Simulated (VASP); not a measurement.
SnH5:

```
Sn H
1.0
    -2.08858    2.08858    4.07595
     2.08858   -2.08858    4.07595
     2.08858    2.08858   -4.07595
Sn H
1 5
Direct
  0.50000 0.50000 0.00000
  0.15208 0.15208 0.30417
  0.84792 0.84792 0.69583
  0.15208 0.84792 0.00000
  0.84792 0.15208 0.00000
  0.00000 0.00000 0.00000
```

The cell was built from a structure type or drawn by symmetry, and may not be a known phase.

```yaml
Program: VASP 6.6.1
Task: relaxation of cell and atoms
Functional: PBE
Potentials_or_basis: VASP PAW PBE potentials, release 64 (Sn_d, H_h)
Cutoff: 910 eV
k_mesh: 6 × 6 × 6
Occupations: gaussian, width 0.1 eV
Spin: no spin polarisation
```

At the start: pressure 7.9 GPa; volume 11.85 Å³/atom.

Task: How do energy, volume and symmetry change on relaxing?

Result: Over 27 steps the energy falls by 308.3 meV/atom and the volume is 8.80 Å³/atom (-25.7 %); space group I4/mmm (No. 139, to 0.1 Å) before and after.

Step by step:
| step | energy change (eV) | largest force (eV/Å) | pressure (GPa) | volume (Å³) |
| --- | --- | --- | --- | --- |
| 1 | 0.0000 | 3.3629 | 7.90 | 71.12 |
| 2 | -1.4004 | 0.7826 | -0.35 | 77.23 |
| 3 | -1.4997 | 0.5070 | -1.39 | 78.73 |
| 4 | -1.5498 | 0.1126 | -2.42 | 81.76 |
| 5 | -1.5517 | 0.1719 | -2.31 | 81.24 |
| 6 | -1.5514 | 0.1957 | -2.27 | 81.03 |
| 7 | -1.5849 | 0.0660 | -1.23 | 78.63 |
| 8 | -1.5927 | 0.0455 | -0.37 | 76.92 |
| 9 | -1.6001 | 0.0397 | -0.35 | 76.15 |
| 10 | -1.6223 | 0.0205 | -0.30 | 73.87 |
| 11 | -1.6657 | 0.0247 | -0.13 | 69.33 |
| 12 | -1.7372 | 0.1270 | 0.99 | 60.34 |
| 13 | -1.3485 | 0.5782 | 13.50 | 42.79 |
| 14 | -1.7430 | 0.1406 | 1.20 | 59.16 |
| 15 | -1.7465 | 0.1552 | 1.50 | 57.57 |
| 16 | -1.7572 | 0.1375 | 1.04 | 57.21 |
| 17 | -1.7732 | 0.0925 | 0.61 | 56.47 |
| 18 | -1.8081 | 0.1550 | -0.45 | 54.83 |
| 19 | -1.7051 | 0.4034 | -0.24 | 50.85 |
| 20 | -1.8185 | 0.2172 | -0.74 | 54.21 |
| 21 | -1.7982 | 0.2985 | -1.20 | 52.61 |
| 22 | -1.8225 | 0.2467 | -1.01 | 53.82 |
| 23 | -1.8369 | 0.1492 | -0.13 | 52.25 |
| 24 | -1.8375 | 0.1635 | -0.30 | 52.47 |
| 25 | -1.8470 | 0.0326 | 0.82 | 52.25 |
| 26 | -1.8470 | 0.0351 | 0.80 | 52.25 |
| 27 | -1.8496 | 0.0201 | 0.32 | 52.83 |

Final structure:
```
CELL_PARAMETERS angstrom
-2.27596 2.27596 2.54965
2.27596 -2.27596 2.54965
2.27596 2.27596 -2.54965
ATOMIC_POSITIONS crystal
Sn 0.50000 0.50000 0.00000
H 0.20857 0.20857 0.41715
H 0.79143 0.79143 0.58285
H 0.20857 0.79143 0.00000
H 0.79143 0.20857 0.00000
H 0.00000 0.00000 0.00000
```

Caveat: the volume moved by over 15 % at a fixed basis, so the end points are rough.
